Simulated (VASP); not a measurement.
# Pb (P6_3/mmc) in VASP: single point with LDA

Aim: the single point of Pb with LDA.

All numbers are computed with VASP 6.6.1; they aren't measurements. Logs are shortened: lines on timing, memory, paths and dates and some standing lists are left out, and cuts for length are marked.

## (1) The cell of the first run

Symmetry: P6_3/mmc, No. 194, hexagonal system. The conventional cell has a = 3.480 Å, b = 3.480 Å, c = 5.590 Å, α = 90.00°, β = 90.00°, γ = 120.00°. Within 4.5 Å of Pb (site symmetry -6m2) lie 12 Pb at 3.44 to 3.48 Å.

This isn't the form of Pb at room conditions, which is fcc.

## (2) Single point, LDA

INCAR

```
SYSTEM = Pb
  ALGO = Normal
  EDIFF = 1E-6
  ENCUT = 520
  ISIF = 2
  ISMEAR = 0
  LASPH = .True.
  LCHARG = .False.
  LREAL = .False.
  LWAVE = .False.
  NBANDS = 21
  NELM = 80
  PREC = Accurate
  SIGMA = 0.05
```

KPOINTS

```
k-points
0
Gamma
  18 18 8
  0 0 0
```

POSCAR

```
Pb
1.0
    3.4800000000      0.0000000000      0.0000000000
   -1.7400000000      3.0137684100      0.0000000000
    0.0000000000      0.0000000000      5.5900000000
Pb
2
Direct
    0.3333333300      0.6666666700      0.2500000000
    0.6666666700      0.3333333300      0.7500000000
```

Potentials or basis: VASP PAW LDA potentials, release 64 (Pb_d).

The run is started by

```
$ cat potpaw_LDA.64/Pb_d/POTCAR > POTCAR
$ mpirun -np 1 vasp_std > vasp.out
```

OUTCAR:

```text
SYSTEM = Pb
   EDIFF = 1E-6
   ENCUT = 520
   ISIF = 2
   ISMEAR = 0
   LASPH = .True.
   LREAL = .False.
   NELM = 80
   PREC = Accurate

 ion  position               nearest neighbor table
   1  0.333  0.667  0.250-   2 3.44   2 3.44   2 3.44   2 3.44   2 3.44   2 3.44
   2  0.667  0.333  0.750-   1 3.44   1 3.44   1 3.44   1 3.44   1 3.44   1 3.44

  LATTYP: Found a hexagonal cell.
 ALAT       =     3.4800000000
 C/A-ratio  =     1.6063218391

  Lattice vectors:

 A1 = (   3.4800000000,   0.0000000000,   0.0000000000)
 A2 = (  -1.7400000000,   3.0137684100,   0.0000000000)
 A3 = (   0.0000000000,   0.0000000000,   5.5900000000)

Analysis of symmetry for initial positions (statically):
=====================================================================
 Subroutine PRICEL returns:
 Original cell was already a primitive cell.

 Routine SETGRP: Setting up the symmetry group for a
 hexagonal supercell.

 Subroutine GETGRP returns: Found 24 space group operations
 (whereof 12 operations were pure point group operations)
 out of a pool of 24 trial point group operations.

The static configuration has the point symmetry D_3d.
 The point group associated with its full space group is D_6h.

Analysis of symmetry for dynamics (positions and initial velocities):
=====================================================================
 Subroutine PRICEL returns:
 Original cell was already a primitive cell.

 Routine SETGRP: Setting up the symmetry group for a
 hexagonal supercell.

 Subroutine GETGRP returns: Found 24 space group operations
 (whereof 12 operations were pure point group operations)
 out of a pool of 24 trial point group operations.

The dynamic configuration has the point symmetry D_3d.
 The point group associated with its full space group is D_6h.

 Subroutine INISYM returns: Found 24 space group operations
 (whereof 12 operations are pure point group operations),
 and found     1 'primitive' translations

----------------------------------------------------------------------------------------

                                     Primitive cell

  volume of cell :      58.6274

  direct lattice vectors                    reciprocal lattice vectors
     3.480000000  0.000000000  0.000000000     0.287356322  0.165905250  0.000000000
    -1.740000000  3.013768410  0.000000000     0.000000000  0.331810499  0.000000000
     0.000000000  0.000000000  5.590000000     0.000000000  0.000000000  0.178890877

  length of vectors
     3.480000000  3.480000004  5.590000000     0.331810499  0.331810499  0.178890877

  position of ions in fractional coordinates (direct lattice)
     0.333333330  0.666666670  0.250000000
     0.666666670  0.333333330  0.750000000

  ion indices of the primitive-cell ions
   primitive index   ion index
                 1           1
                 2           2

----------------------------------------------------------------------------------------

 KPOINTS: k-points

Automatic generation of k-mesh.
 Grid dimensions read from file:
 generate k-points for:   18   18    8

 Generating k-lattice:

  Cartesian coordinates                     Fractional coordinates (reciprocal lattice)
     0.015964240  0.009216958  0.000000000     0.055555556  0.000000000  0.000000000
     0.000000000  0.018433917  0.000000000     0.000000000  0.055555556  0.000000000
     0.000000000  0.000000000  0.022361360     0.000000000  0.000000000  0.125000000

  Length of vectors
     0.018433917  0.018433917  0.022361360

  Shift w.r.t. Gamma in fractional coordinates (k-lattice)
     0.000000000  0.000000000  0.000000000

 Subroutine IBZKPT returns following result:
 ===========================================

 Found    185 irreducible k-points:

 Following reciprocal coordinates:
            Coordinates               Weight
  0.000000  0.000000  0.000000      1.000000
  0.055556  0.000000  0.000000      6.000000
  0.111111  0.000000  0.000000      6.000000
  0.166667 -0.000000  0.000000      6.000000
  0.222222  0.000000  0.000000      6.000000
  0.277778  0.000000  0.000000      6.000000
[... 16 lines left out ...]
  0.333333  0.111111  0.000000     12.000000
  0.388889  0.111111  0.000000     12.000000
 [... further k-points ...]
   k-points           NKPTS =    185   k-points in BZ     NKDIM =    185   number of bands    NBANDS=     21
   number of dos      NEDOS =    301   number of ions     NIONS =      2
   total plane-waves  NPLWV =  32928
   dimension x,y,z NGX =    28 NGY =   28 NGZ =   42
   dimension x,y,z NGXF=    56 NGYF=   56 NGZF=   84
   ions per type =               2
   NGX,Y,Z   is equivalent  to a cutoff of  13.38, 13.38, 12.49 a.u.
   NGXF,Y,Z  is equivalent  to a cutoff of  26.75, 26.75, 24.98 a.u.
 SYSTEM =  Pb
   PREC   = accura    normal or accurate (medium, high low for compatibility)
   ISTART =      0    job   : 0-new  1-cont  2-samecut
   ICHARG =      2    charge: 1-file 2-atom 10-const
   ISPIN  =      1    spin polarized calculation?
   LNONCOLLINEAR =      F non collinear calculations
   LSORBIT =      F    spin-orbit coupling
   LASPH  =      T    aspherical Exc in radial PAW
   ENCUT  =  520.0 eV  38.22 Ry    6.18 a.u.   6.47  6.47 10.39*2*pi/ulx,y,z
   NELM   =     80;   NELMIN=  2; NELMDL= -5     # of ELM steps
   EDIFF  = 0.1E-05   stopping-criterion for ELM
   LREAL  =      F    real-space projection
   EDIFFG = 0.1E-04   stopping-criterion for IOM
   NSW    =      0    number of steps for IOM
   IBRION =     -1    ionic relax: 0-MD 1-quasi-New 2-CG
   NFREE  =      0    steps in history (QN), initial steepest desc. (CG)
   ISIF   =      2    stress and relaxation
   ISYM   =      2    0-nonsym 1-usesym 2-fastsym
   POTIM  = 0.5000    time-step for ionic-motion
   TEBEG  =    0.0;   TEEND  =   0.0 temperature during run
   PSTRESS=    0.0 pullay stress
   NELECT =      28.0000    total number of electrons
   NUPDOWN=      -1.0000    fix difference up-down
   EMIN   =  10.00;   EMAX   =-10.00  energy-range for DOS
   EFERMI =   0.00;   METHOD = LEGACY
   ISMEAR =     0;   SIGMA  =   0.05  broadening in eV -4-tet -1-fermi 0-gaus
   EFERMI_NEDOS =   21; number of points for ismear=-14 and -15
   IALGO  =     38    algorithm
   IMIX   =      4    mixing-type and parameters
     AMIX     =   0.40;   BMIX     =  1.00
     AMIX_MAG =   1.60;   BMIX_MAG =  1.00
  volume/ion in A,a.u.               =      29.31       197.82
  Fermi-wavevector in a.u.,A,eV,Ry     =   1.279658  2.418203 22.279870  1.637524
  Thomas-Fermi vector in A             =   2.412131
   LORBIT       =      0    0 simple, 1 ext, 2 COOP (PROOUT), +10 PAW based schemes
   GGA     = CA    functional components
   LHFCALC =     F    Hartree Fock is set to
   AEXX    =    0.0000 exact exchange contribution
   IVDW    =     0    specifies the selected vdW correction
   LEPSILON=     F    determine dielectric tensor
   LRPA    =     F    only Hartree local field effects (RPA)
 non-spin polarized calculation
 Gauss-broadening in eV      SIGMA  =   0.05
  energy-cutoff  :      520.00
  volume of cell :       58.63
 maximum number of plane-waves:      1617
 NGX is ok and might be reduce to    28
   NGX = 13   NGY = 13   NGZ = 21

 number of electron      28.0000005 magnetization

 Free energy of the ion-electron system (eV)
  ---------------------------------------------------
  ext. energy  EPLUGINS =         0.00000000
  ---------------------------------------------------
  free energy    TOTEN  =        -8.48256129 eV

  energy without entropy =       -8.48086265  energy(sigma->0) =       -8.48171197

 E-fermi :   7.3362     XC(G=0): -10.6192

 val. band max:        7.3346467815   @ k =   0.2222   0.0556   0.1250
 cond. band min:       7.3404972477   @ k =   0.4444   0.0556   0.1250
 fundamental gap:      0.0058504662
 Fermi energy:         7.3362393645

 k-point     1 :       0.0000    0.0000    0.0000
  band No.  band energies     occupation
      1      -9.6829      2.00000
      2      -9.6335      2.00000
      3      -9.6215      2.00000
      4      -9.6215      2.00000
      5      -9.5964      2.00000
      6      -9.5964      2.00000
[... 13 lines left out ...]
     20      16.4985      0.00000
     21      18.9482      0.00000

 k-point     2 :       0.0556    0.0000    0.0000
  band No.  band energies     occupation
      1      -9.6799      2.00000
      2      -9.6414      2.00000
      3      -9.6137      2.00000
      4      -9.6106      2.00000
      5      -9.5948      2.00000
      6      -9.5888      2.00000
[... 13 lines left out ...]
     20      16.7454      0.00000
     21      18.6653      0.00000

 k-point     3 :       0.1111    0.0000    0.0000
  band No.  band energies     occupation
      1      -9.6813      2.00000
      2      -9.6441      2.00000
      3      -9.5982      2.00000
      4      -9.5910      2.00000
      5      -9.5820      2.00000
      6      -9.5672      2.00000
[... 13 lines left out ...]
     20      17.4985      0.00000
     21      18.1045      0.00000

 k-point     4 :       0.1667   -0.0000    0.0000
  band No.  band energies     occupation
      1      -9.6993      2.00000
      2      -9.6311      2.00000
      3      -9.5948      2.00000
      4      -9.5850      2.00000
      5      -9.5778      2.00000
      6      -9.5562      2.00000
[... 13 lines left out ...]
     20      17.5781      0.00000
     21      18.1502      0.00000

 k-point     5 :       0.2222    0.0000    0.0000
  band No.  band energies     occupation
      1      -9.7241      2.00000
      2      -9.6238      2.00000
      3      -9.6085      2.00000
      4      -9.5932      2.00000
      5      -9.5815      2.00000
      6      -9.5133      2.00000
[... 13 lines left out ...]
     20      17.0780      0.00000
     21      18.2727      0.00000
[... 382 lines left out ...]
     20      15.8027      0.00000
     21      18.8113      0.00000

 k-point    22 :       0.2778    0.1111    0.0000
  band No.  band energies     occupation
      1      -9.7404      2.00000
      2      -9.6752      2.00000
      3      -9.6265      2.00000
      4      -9.6170      2.00000
      5      -9.5412      2.00000
      6      -9.4745      2.00000
[... 13 lines left out ...]
     20      15.5168      0.00000
     21      19.4614      0.00000

 k-point    23 :       0.3333    0.1111    0.0000
  band No.  band energies     occupation
      1      -9.7577      2.00000
      2      -9.6984      2.00000
      3      -9.6247      2.00000
      4      -9.6228      2.00000
      5      -9.5197      2.00000
      6      -9.4915      2.00000
[... 13 lines left out ...]
     20      15.3087      0.00000
     21      19.5205      0.00000

 k-point    24 :       0.3889    0.1111    0.0000
  band No.  band energies     occupation
      1      -9.7689      2.00000
      2      -9.7137      2.00000
      3      -9.6260      2.00000
      4      -9.6256      2.00000
      5      -9.5027      2.00000
      6      -9.5025      2.00000
[... 13 lines left out ...]
     20      15.1833      0.00000
     21      19.4667      0.00000

 [... further k-points ...]

------------------------ aborting loop because EDIFF is reached ----------------------------------------

  FORCE on cell =-STRESS in cart. coord.  units (eV):
  Direction    XX          YY          ZZ          XY          YZ          ZX
  --------------------------------------------------------------------------------------
  -------------------------------------------------------------------------------------
  Total       -0.3921724     -0.3921724      0.0917798      0.0000000      0.0000000      0.0000000
  in kB      -10.7173325    -10.7173326      2.5081688      0.0000000      0.0000000      0.0000000
  external PRESSURE =      -6.3088321 kB  Pullay stress =       0.0000000 kB

 VOLUME and BASIS-vectors are now :
 -----------------------------------------------------------------------------
  energy-cutoff  :      520.00
  volume of cell :       58.63
      direct lattice vectors                 reciprocal lattice vectors
     3.480000000  0.000000000  0.000000000     0.287356322  0.165905250  0.000000000
    -1.740000000  3.013768410  0.000000000     0.000000000  0.331810499  0.000000000
     0.000000000  0.000000000  5.590000000     0.000000000  0.000000000  0.178890877

 POSITION                                       TOTAL-FORCE (eV/Angst)
 -----------------------------------------------------------------------------------
     -0.00000      2.00918      1.39750        -0.000000      0.000000      0.000000
      1.74000      1.00459      4.19250         0.000000     -0.000000      0.000000
 -----------------------------------------------------------------------------------
    total drift:                               -0.000005      0.000003      0.000000

  FREE ENERGIE OF THE ION-ELECTRON SYSTEM (eV)
  ---------------------------------------------------
  free  energy   TOTEN  =        -8.4825612906 eV

  energy  without entropy=       -8.4808626549  energy(sigma->0) =       -8.48171197
```

Run time: 3.4 min. Hardware: 1 thread of AMD EPYC 7R43 (Zen 3), shared host; peak memory 0.25 GiB.

What came out:

```
Free energy            : -8.4826 eV
Pressure               : -0.6 GPa
Band gap on the k mesh : zero (bands 14 and 15 overlap by 7.70 eV)
```

Stress tensor (GPa, compression positive):
```
-1.07  0.00  0.00
 0.00 -1.07  0.00
 0.00  0.00  0.25
```

Caveat: spin-orbit coupling is left out, which moves the levels of the heavy elements.
